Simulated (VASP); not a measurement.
Wanted: the native input for a VASP 6.6.1 run.

* Task: single point
* Functional: PBEsol
* Potentials or basis: VASP PAW PBE potentials, release 64 (Te, Nb_sv)
* Cutoff: 520 eV
* k mesh: 7 × 7 × 6
* Occupations: fermi-dirac, width 0.05 eV
* Spin: no spin polarisation
* Dipole correction: no
* Further INCAR settings: ALGO = Normal; EDIFF = 1e-06; NBANDS = 16

The structure of NbTe lies in POSCAR:

```
NbTe
1.0
    3.6289148989      0.0000000000      0.0000000000
   -1.8144574494      3.1427324906      0.0000000000
    0.0000000000      0.0000000000      3.6942110000
Te Nb
1 1
Direct
    0.6666666667      0.3333333333      0.0000000000
    0.0000000000      0.0000000000      0.5000000000
```

One way to write it, as run:

INCAR

```
PREC     = Accurate       # precision mode
ENCUT    = 520            # plane-wave cutoff, eV
EDIFF    = 1E-6           # SCF threshold, eV
ISMEAR   = -1             # smearing method
SIGMA    = 0.05           # smearing width, eV
LREAL    = F              # projectors in reciprocal space
LASPH    = T              # aspherical terms in the spheres
NELM     = 60             # most SCF steps
ALGO     = Normal         # electronic algorithm
ISIF     = 2              # what is computed and relaxed
LWAVE    = F              # write WAVECAR
LCHARG   = T              # write CHGCAR
GGA      = PS             # functional
LELF     = T              # ELF
LVHAR    = T            
NBANDS   = 16             # bands
```

KPOINTS

```
Automatic mesh
0
Gamma
  7 7 6
```

Potentials or basis: VASP PAW PBE potentials, release 64 (Te, Nb_sv).

Launch:

```console
$ cat potpaw_PBE.64/Te/POTCAR potpaw_PBE.64/Nb_sv/POTCAR > POTCAR
$ mpirun -np 1 vasp_std > vasp.out
```

It gave:

| Quantity | Value |
| --- | --- |
| Pressure | -0.9 GPa |

Caveat: the PAW data sets were made with another functional, which shifts forces and pressure a little.

Run time: 9 s on 1 thread of Intel(R) Xeon(R) 6975P-C (Granite Rapids) (shared host), peak memory 0.17 GiB.
